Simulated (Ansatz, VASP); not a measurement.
# One calculation of HfB2, two programs

```
Hf B
1.0
     3.13041    0.00000    0.00000
    -1.56520    2.71101    0.00000
     0.00000    0.00000    3.46457
Hf B
1 2
Direct
  0.00000 0.00000 0.00000
  0.33333 0.66667 0.50000
  0.66667 0.33333 0.50000
```

Alike in both runs: functional r2SCAN; dispersion D4; k mesh 12 × 12 × 10; no spin polarisation.

Ansatz relaxed the structure, and its values are those at the end. VASP's run is a single point on that final structure, the one shown.

```csv
,VASP,Ansatz
version,VASP 6.6.1,Ansatz 0.2.0
potentials or method,"VASP PAW PBE potentials, release 64 (Hf_pv, B)","plane waves, PAW"
plane-wave cutoff (eV),520,500
occupations,"fermi-dirac, width 0.1 eV",fermi-dirac
valence electrons in the cell,16,32
```

VASP gave:

| Quantity | Value |
| --- | --- |
| pressure (GPa) | -0.6 |

**Question.** What did Ansatz give for the same quantities?

**Answer.** Pressure (GPa): 0.0.

VASP's potentials were made for PBE, not for r2SCAN. VASP's potentials hold 16 valence electrons a cell and Ansatz's 32, so a difference there can come from the potentials and not from the codes.

Spin-orbit coupling is off throughout.
